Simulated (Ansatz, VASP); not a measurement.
# GaCo in VASP and in Ansatz

INCAR

```
SYSTEM = GaCo
PREC     = Accurate       ! precision mode
ENCUT    = 520            ! plane-wave cutoff, eV
EDIFF    = 1E-6           ! SCF threshold, eV
ISMEAR   = 0              ! smearing method
SIGMA    = 0.15           ! smearing width, eV
LREAL    = .False.        ! projectors in reciprocal space
LASPH    = .True.         ! aspherical terms in the spheres
NELM     = 100            ! most SCF steps
ALGO     = Fast           ! electronic algorithm
ISIF     = 2              ! what is computed and relaxed
LWAVE    = .False.        ! write WAVECAR
LCHARG   = .False.        ! write CHGCAR
GGA      = PS             ! functional
NBANDS   = 18             ! bands
```

Contents of KPOINTS:

```
Automatic mesh
0
Gamma
  18 18 18
  0 0 0
```

Contents of POSCAR:

```
GaCo
1.0
    2.5686794007      0.0000000000      0.0000000000
    0.0000000000      2.5686794007      0.0000000000
    0.0000000000      0.0000000000      3.6321126726
Ga Co
1 1
Direct
    0.5000000000      0.5000000000      0.5000000000
    0.0000000000      0.0000000000      0.0000000000
```

Input for Ansatz:

```yaml
crystal:
  lattice:
    - [2.5686794007, 0.0, 0.0]
    - [0.0, 2.5686794007, 0.0]
    - [0.0, 0.0, 3.6321126726]
  atoms:
    - { symbol: Ga, position: [0.5, 0.5, 0.5] }
    - { symbol: Co, position: [0.0, 0.0, 0.0] }
basis:
  ecutwfc: 420
kpoints:
  mp_grid: { grid: [18, 18, 18] }
hamiltonian:
  xc: pbesol
scf:
  occupations: { method: gaussian, width: 0.15 }
output:
  forces: true
  stress: true
  eigenvalues: true
```

Alike in both runs: task single point; functional PBEsol; k mesh 18 × 18 × 18; occupations gaussian, width 0.15 eV; no spin polarisation.

|  | VASP | Ansatz |
| --- | --- | --- |
| version | VASP 6.6.1 | Ansatz 0.2.0 |
| potentials or method | VASP PAW PBE potentials, release 64 (Ga_d, Co), cutoff 520 eV | scalar-relativistic, plane waves, PAW |
| valence electrons in the cell | 22 | 30 |

|  | VASP | Ansatz | Ansatz less VASP |
| --- | --- | --- | --- |
| gap on the k mesh at the Fermi level (eV) | none | none | - |
| pressure (GPa) | -4.7 | -4.7 | -0.01 |
| traceless stress, the component that is largest in VASP (GPa) | -13.60 | -13.57 | +0.036 |

VASP's potentials were made for PBE, not for PBEsol. A gap of «none» marks a metal or a gap that the smearing closes. The functional is the same, so the differences come from potentials, cutoffs and numerics. VASP's potentials hold 22 valence electrons a cell and Ansatz's 30, so a difference there can come from the potentials and not from the codes.
